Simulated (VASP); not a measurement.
# NdTl2P3 (P6/mmm) in VASP: notebook

NdTl2P3 is run at these levels: PBE; tasks: relaxation of cell and atoms.

Program: VASP 6.6.1. These are calculated values, not measurements. Logs are shortened: lines on timing, memory, paths and dates and some standing lists are left out, and cuts for length are marked.

**1. The cell of the first run**

The structure is hexagonal, space group P6/mmm (No. 191). Conventional cell: a = 4.797 Å, b = 4.797 Å, c = 9.007 Å, α = 90.00°, β = 90.00°, γ = 120.00°. Nd (site symmetry 6/mmm) has 6 P at 2.77 Å within 3.7 Å. Within 3.7 Å of Tl (site symmetry -6m2) lie 3 Tl at 2.77 Å and 3 P at 2.77 Å. P (site symmetry -6m2) has 3 P at 2.77 Å and 3 Nd at 2.77 Å within 3.7 Å. P (site symmetry 6/mmm) has 6 Tl at 2.77 Å within 3.7 Å.

The cell was generated, and may not be a known phase.

**2. Relaxation of cell and atoms, PBE**

INCAR reads:

```
PREC = Accurate ; ENCUT = 500
EDIFF = 1E-7 ; ISMEAR = 0
SIGMA = 0.2 ; LREAL = F
LASPH = T ; NELM = 200
ALGO = Normal ; ISIF = 3
LWAVE = F ; LCHARG = F
GGA = PE ; IBRION = 2
NSW = 36 ; EDIFFG = -0.08
GGA_COMPAT = F ; NELMIN = 4
LMAXMIX = 6
```

KPOINTS reads:

```
Automatic mesh
0
Gamma
  4 4 2
```

POSCAR reads:

```
NdTl2P3
1.0
    4.7968439400      0.0000000000      0.0000000000
   -2.3984219700      4.1541887100      0.0000000000
    0.0000000000      0.0000000000      9.0073645900
Nd Tl P
1 2 3
Direct
    0.0000000000      0.0000000000      0.0000000000
    0.3333333300      0.6666666700      0.5000000000
    0.6666666700      0.3333333300      0.5000000000
    0.3333333300      0.6666666700      0.0000000000
    0.6666666700      0.3333333300      0.0000000000
    0.0000000000      0.0000000000      0.5000000000
```

Potentials or basis: VASP PAW PBE potentials, release 64 (Nd_3, Tl_d, P), 4f in core.

The run is started by

```console
> cat potpaw_PBE.64/Nd_3/POTCAR potpaw_PBE.64/Tl_d/POTCAR potpaw_PBE.64/P/POTCAR > POTCAR
> mpirun -np 1 vasp_std > vasp.out
```

OUTCAR:

```text
PREC = Accurate
   ENCUT = 500
   EDIFF = 1E-7
   ISMEAR = 0
   LREAL = F
   LASPH = T
   NELM = 200
   ISIF = 3
   GGA = PE
   IBRION = 2
   NSW = 36
   EDIFFG = -0.08
   NELMIN = 4

 ion  position               nearest neighbor table
   1  0.000  0.000  0.000-   4 2.77   5 2.77   4 2.77   5 2.77   5 2.77   4 2.77
   2  0.333  0.667  0.500-   3 2.77   6 2.77   3 2.77   6 2.77   6 2.77   3 2.77
   3  0.667  0.333  0.500-   2 2.77   6 2.77   2 2.77   6 2.77   6 2.77   2 2.77
   4  0.333  0.667  0.000-   5 2.77   1 2.77   5 2.77   1 2.77   1 2.77   5 2.77
   5  0.667  0.333  0.000-   4 2.77   1 2.77   4 2.77   1 2.77   1 2.77   4 2.77
   6  0.000  0.000  0.500-   2 2.77   3 2.77   2 2.77   3 2.77   3 2.77   2 2.77

  LATTYP: Found a hexagonal cell.
 ALAT       =     4.7968439400
 C/A-ratio  =     1.8777689461

  Lattice vectors:

 A1 = (   4.7968439400,   0.0000000000,   0.0000000000)
 A2 = (  -2.3984219700,   4.1541887100,   0.0000000000)
 A3 = (   0.0000000000,   0.0000000000,   9.0073645900)

Analysis of symmetry for initial positions (statically):
=====================================================================
 Subroutine PRICEL returns:
 Original cell was already a primitive cell.

 Routine SETGRP: Setting up the symmetry group for a
 hexagonal supercell.

 Subroutine GETGRP returns: Found 24 space group operations
 (whereof 24 operations were pure point group operations)
 out of a pool of 24 trial point group operations.

The static configuration has the point symmetry D_6h.

Analysis of symmetry for dynamics (positions and initial velocities):
=====================================================================
 Subroutine PRICEL returns:
 Original cell was already a primitive cell.

 Routine SETGRP: Setting up the symmetry group for a
 hexagonal supercell.

 Subroutine GETGRP returns: Found 24 space group operations
 (whereof 24 operations were pure point group operations)
 out of a pool of 24 trial point group operations.

The dynamic configuration has the point symmetry D_6h.

 Subroutine INISYM returns: Found 24 space group operations
 (whereof 24 operations are pure point group operations),
 and found     1 'primitive' translations

----------------------------------------------------------------------------------------

                                     Primitive cell

  volume of cell :     179.4897

[... 72 lines left out ...]
   ICHARG =      2    charge: 1-file 2-atom 10-const
   ISPIN  =      1    spin polarized calculation?
   LNONCOLLINEAR =      F non collinear calculations
   LSORBIT =      F    spin-orbit coupling
   LASPH  =      T    aspherical Exc in radial PAW
   ENCUT  =  500.0 eV  36.75 Ry    6.06 a.u.   8.75  8.75 16.42*2*pi/ulx,y,z
   NELM   =    200;   NELMIN=  4; NELMDL= -5     # of ELM steps
   EDIFF  = 0.1E-06   stopping-criterion for ELM
   LREAL  =      F    real-space projection
   EDIFFG = -.8E-01   stopping-criterion for IOM
   NSW    =     36    number of steps for IOM
   IBRION =      2    ionic relax: 0-MD 1-quasi-New 2-CG
   NFREE  =      1    steps in history (QN), initial steepest desc. (CG)
   ISIF   =      3    stress and relaxation
   ISYM   =      2    0-nonsym 1-usesym 2-fastsym
   POTIM  = 0.5000    time-step for ionic-motion
   TEBEG  =    0.0;   TEEND  =   0.0 temperature during run
   PSTRESS=    0.0 pullay stress
   NELECT =      52.0000    total number of electrons
   NUPDOWN=      -1.0000    fix difference up-down
   EMIN   =  10.00;   EMAX   =-10.00  energy-range for DOS
   EFERMI =   0.00;   METHOD = LEGACY
   ISMEAR =     0;   SIGMA  =   0.20  broadening in eV -4-tet -1-fermi 0-gaus
   EFERMI_NEDOS =   21; number of points for ismear=-14 and -15
   IALGO  =     38    algorithm
   IMIX   =      4    mixing-type and parameters
     AMIX     =   0.40;   BMIX     =  1.00
     AMIX_MAG =   1.60;   BMIX_MAG =  1.00
  volume/ion in A,a.u.               =      29.91       201.88
  Fermi-wavevector in a.u.,A,eV,Ry     =   1.083252  2.047049 15.965546  1.173435
  Thomas-Fermi vector in A             =   2.219313
   LORBIT       =      0    0 simple, 1 ext, 2 COOP (PROOUT), +10 PAW based schemes
   GGA     = PE    functional components
   LHFCALC =     F    Hartree Fock is set to
   AEXX    =    0.0000 exact exchange contribution
   IVDW    =     0    specifies the selected vdW correction
   LEPSILON=     F    determine dielectric tensor
   LRPA    =     F    only Hartree local field effects (RPA)
 conjugate gradient relaxation of ions
 non-spin polarized calculation
 Gauss-broadening in eV      SIGMA  =   0.20
  energy-cutoff  :      500.00
  volume of cell :      179.49
 maximum number of plane-waves:      4599
 NGX is ok and might be reduce to    36
   NGX = 17   NGY = 17   NGZ = 33

--------------------------------------- Ionic step        1  -------------------------------------------

 number of electron      51.9999989 magnetization

 Free energy of the ion-electron system (eV)
  ---------------------------------------------------
  ext. energy  EPLUGINS =         0.00000000
  ---------------------------------------------------
  free energy    TOTEN  =       -21.70440051 eV

  energy without entropy =      -21.55770617  energy(sigma->0) =      -21.63105334

------------------------ aborting loop because EDIFF is reached ----------------------------------------

  FORCE on cell =-STRESS in cart. coord.  units (eV):
  Direction    XX          YY          ZZ          XY          YZ          ZX
  --------------------------------------------------------------------------------------
  -------------------------------------------------------------------------------------
  Total       19.9448797     19.9448797     -2.8097554      0.0000000     -0.0000000      0.0000000
  in kB      178.0337954    178.0337954    -25.0806940      0.0000000     -0.0000000      0.0000000
  external PRESSURE =     110.3289656 kB  Pullay stress =       0.0000000 kB
[... 941 lines left out ...]
     30       7.8819      0.00000
     31       8.2389      0.00000

[... ionic steps 4 to 16 ...]

--------------------------------------- Ionic step       17  -------------------------------------------

 number of electron      52.0000010 magnetization

------------------------ aborting loop because EDIFF is reached ----------------------------------------
[... 75 lines left out ...]
--------------------------------------- Ionic step       19  -------------------------------------------

 number of electron      52.0000011 magnetization

 Free energy of the ion-electron system (eV)
  ---------------------------------------------------
  ext. energy  EPLUGINS =         0.00000000
  ---------------------------------------------------
  free energy    TOTEN  =       -25.71854184 eV

  energy without entropy =      -25.60864234  energy(sigma->0) =      -25.66359209

 E-fermi :   5.5048     XC(G=0): -10.0708

 val. band max:        5.4944688338   @ k =   0.2500   0.0000   0.5000
 cond. band min:       5.5717768555   @ k =   0.2500   0.0000   0.0000
 fundamental gap:      0.0773080217
 Fermi energy:         5.5048035512
[... 303 lines left out ...]
  FREE ENERGIE OF THE ION-ELECTRON SYSTEM (eV)
  ---------------------------------------------------
  free  energy   TOTEN  =       -25.7185418390 eV

  energy  without entropy=      -25.6086423391  energy(sigma->0) =      -25.66359209

 reached required accuracy - stopping structural energy minimisation
```

CONTCAR:

```text
NdTl2P3
   1.00000000000000
     5.5165793288011864   -0.0000000000000000   -0.0000000000000000
    -2.7582896644005932    4.7774978406905539    0.0000000000000000
    -0.0000000000000000    0.0000000000000000    5.5760222721604480
  Nd              Tl              P
     1     2     3
Direct
     0.0000000000000000    0.0000000000000000    0.0000000000000000
     0.3333333300000021    0.6666666699999979    0.5000000000000000
     0.6666666699999979    0.3333333300000021    0.5000000000000000
     0.3333333300000021    0.6666666699999979    0.0000000000000000
     0.6666666699999979    0.3333333300000021    0.0000000000000000
     0.0000000000000000    0.0000000000000000    0.5000000000000000

  0.00000000E+00  0.00000000E+00  0.00000000E+00
  0.00000000E+00  0.00000000E+00  0.00000000E+00
  0.00000000E+00  0.00000000E+00  0.00000000E+00
  0.00000000E+00  0.00000000E+00  0.00000000E+00
  0.00000000E+00  0.00000000E+00  0.00000000E+00
  0.00000000E+00  0.00000000E+00  0.00000000E+00
```

It took 8.7 min on 1 thread of AMD EPYC 9R45 (Zen 5), shared host; peak memory 0.3 GiB.

What came out:

```yaml
Free_energy: -25.7185 eV
Relaxed_volume: 24.49 Å³/atom
Relaxed_cell: a = 5.517 Å, b = 5.517 Å, c = 5.576 Å, α = 90.00°, β = 90.00°, γ = 120.00°
Space_group_after_relaxing_to_0.1_Å: P6/mmm (No. 191)
Pressure_after_relaxing: 0.0 GPa
Band_gap_on_the_k_mesh: zero (bands 26 and 27 overlap by 0.90 eV)
```

Final structure:
```yaml
crystal:
  lattice:
    - [5.51658, 0.00000, 0.00000]
    - [-2.75829, 4.77750, 0.00000]
    - [0.00000, 0.00000, 5.57602]
  atoms:
    - { symbol: Nd, position: [0.00000, 0.00000, 0.00000] }
    - { symbol: Tl, position: [0.33333, 0.66667, 0.50000] }
    - { symbol: Tl, position: [0.66667, 0.33333, 0.50000] }
    - { symbol: P, position: [0.33333, 0.66667, 0.00000] }
    - { symbol: P, position: [0.66667, 0.33333, 0.00000] }
    - { symbol: P, position: [0.00000, 0.00000, 0.50000] }
```

Levels at points of the mesh, in eV from the Fermi level:
```csv
k point,band 22,band 23,band 24,band 25,band 26,band 27,band 28,band 29,band 30,band 31
"(0.00, 0.00, 0.00)",-2.23,-1.81,-1.66,-1.66,0.07,0.58,0.58,1.15,1.15,1.63
"(0.50, 0.00, 0.00)",-2.70,-2.67,-1.58,-0.47,-0.26,-0.07,1.05,1.37,2.71,2.72
"(0.00, 0.00, 0.50)",-2.76,-1.95,-1.95,-0.01,-0.01,0.20,0.20,0.79,2.91,4.25
"(0.50, 0.00, 0.50)",-2.67,-2.15,-0.30,-0.13,0.21,1.06,1.56,2.68,2.70,2.74
```

Caveat: the k points lie up to 0.56 Å⁻¹ apart in the final cell, too coarse for converged energies and pressures of a metal; the volume moved by over 15 % at a fixed basis, so the end points are rough; spin-orbit coupling is left out, which moves the levels of the heavy elements; the 4f electrons are frozen in the core, so they carry no moment and show no levels. Spin polarisation is off, so any magnetic state and its effect on volume and gap are missing.

**3. Relaxation of cell and atoms, PBE**

This run uses another cell than the first one, of 30.17 Å³/atom.

INCAR is that of step 2.

KPOINTS is that of step 2.

POSCAR reads:

```
NdTl2P3
1.0
    4.8851676600      0.0000000000      0.0000000000
   -2.4425838300      4.2306793000      0.0000000000
    0.0000000000      0.0000000000      8.7595331500
Nd Tl P
1 2 3
Direct
    0.0000000000      0.0000000000      0.5000000000
    0.0000000000      0.0000000000      0.2024560400
    0.0000000000      0.0000000000      0.7975439600
    0.3333333300      0.6666666700      0.5000000000
    0.6666666700      0.3333333300      0.5000000000
    0.0000000000      0.0000000000      0.0000000000
```

Potentials or basis: VASP PAW PBE potentials, release 64 (Nd_3, Tl_d, P), 4f in core.

The run is started by

```console
> cat potpaw_PBE.64/Nd_3/POTCAR potpaw_PBE.64/Tl_d/POTCAR potpaw_PBE.64/P/POTCAR > POTCAR
> mpirun -np 1 vasp_std > vasp.out
```

It took 15 min on 1 thread of AMD EPYC 9R45 (Zen 5), shared host; peak memory 0.29 GiB.

The run converged. Its results:

| Property | Result |
| --- | --- |
| Free energy | -22.7806 eV |
| Relaxed volume | 41.48 Å³/atom |
| Relaxed cell | a = 4.966 Å, b = 4.966 Å, c = 11.655 Å, α = 90.00°, β = 90.00°, γ = 120.00° |
| Space group after relaxing (to 0.1 Å) | P6/mmm (No. 191) |
| Energy gained by relaxing | 2307.5 meV/atom |
| Ionic steps | 28 |
| Pressure after relaxing | 0.1 GPa |
| Largest force after relaxing | 0.005 eV/Å |
| Band gap on the k mesh | zero (bands 26 and 27 overlap by 1.34 eV) |

Forces on the atoms (eV/Å):
```
Nd   0.000  0.000  0.000
Tl   0.000  0.000  0.005
Tl   0.000  0.000 -0.005
P    0.000  0.000  0.000
P    0.000  0.000  0.000
P    0.000  0.000  0.000
```

The path:
```tsv
step	energy change (eV)	largest force (eV/Å)	pressure (GPa)	volume (Å³)
1	0.0000	23.1206	38.39	181.04
2	-5.7568	0.9300	-5.94	378.11
3	-8.2891	1.5337	-2.15	341.93
4	-8.7410	1.8186	-1.18	329.83
5	-9.2583	2.3633	0.10	310.36
6	-9.6229	6.3463	4.50	244.85
7	-9.2091	3.7423	1.75	286.99
8	-9.1196	3.3812	1.35	295.44
9	-9.0059	3.0564	0.91	304.28
10	-9.5053	1.1389	-1.29	318.22
11	-9.5109	1.2825	-1.08	316.73
12	-9.8732	1.3494	-0.69	306.37
13	-11.0104	1.7199	0.10	275.95
14	-13.2292	1.6263	4.06	218.08
15	-11.2695	4.5021	13.02	193.88
16	-13.1583	1.7245	4.42	216.22
17	-12.8614	0.0777	7.18	204.97
18	-13.1439	1.5425	4.87	213.90
19	-13.3228	0.5038	4.69	215.31
20	-13.3394	0.0068	4.71	215.90
21	-13.5408	0.0624	3.42	222.77
22	-13.8244	0.2303	0.46	243.96
23	-13.8336	0.2695	-0.01	248.34
24	-13.8338	0.2764	-0.08	249.10
25	-13.8365	0.2399	-0.06	249.07
26	-13.8422	0.1313	0.00	248.98
27	-13.8438	0.0896	0.14	248.81
28	-13.8447	0.0049	0.08	248.88
```

Final structure:
```yaml
crystal:
  lattice:
    - [4.96556, 0.00000, 0.00000]
    - [-2.48278, 4.30030, 0.00000]
    - [0.00000, 0.00000, 11.65510]
  atoms:
    - { symbol: Nd, position: [0.00000, 0.00000, 0.50000] }
    - { symbol: Tl, position: [0.00000, 0.00000, 0.21659] }
    - { symbol: Tl, position: [0.00000, 0.00000, 0.78341] }
    - { symbol: P, position: [0.33333, 0.66667, 0.50000] }
    - { symbol: P, position: [0.66667, 0.33333, 0.50000] }
    - { symbol: P, position: [0.00000, 0.00000, 0.00000] }
```

Levels at points of the mesh, in eV from the Fermi level:
```
           k point  band 24  band 25  band 26  band 27  band 28  band 29
(0.00, 0.00, 0.00)     0.15     0.15     1.03     1.50     1.50     1.58
(0.50, 0.00, 0.00)    -0.96    -0.15    -0.08    -0.01     1.31     1.36
(0.00, 0.00, 0.50)     0.13     0.13     1.03     1.47     1.47     2.14
(0.50, 0.00, 0.50)    -0.84    -0.44    -0.15    -0.12     0.75     1.49
```

Caveat: the k points lie up to 0.37 Å⁻¹ apart in the final cell, too coarse for converged energies and pressures of a metal; the volume moved by over 15 % at a fixed basis, so the end points are rough; spin-orbit coupling is left out, which moves the levels of the heavy elements; the 4f electrons are frozen in the core, so they carry no moment and show no levels. Spin polarisation is off, so any magnetic state and its effect on volume and gap are missing.

[end of part 1 of 2]

The gap in the log of VASP goes by the Fermi energy; the results here count the filled bands.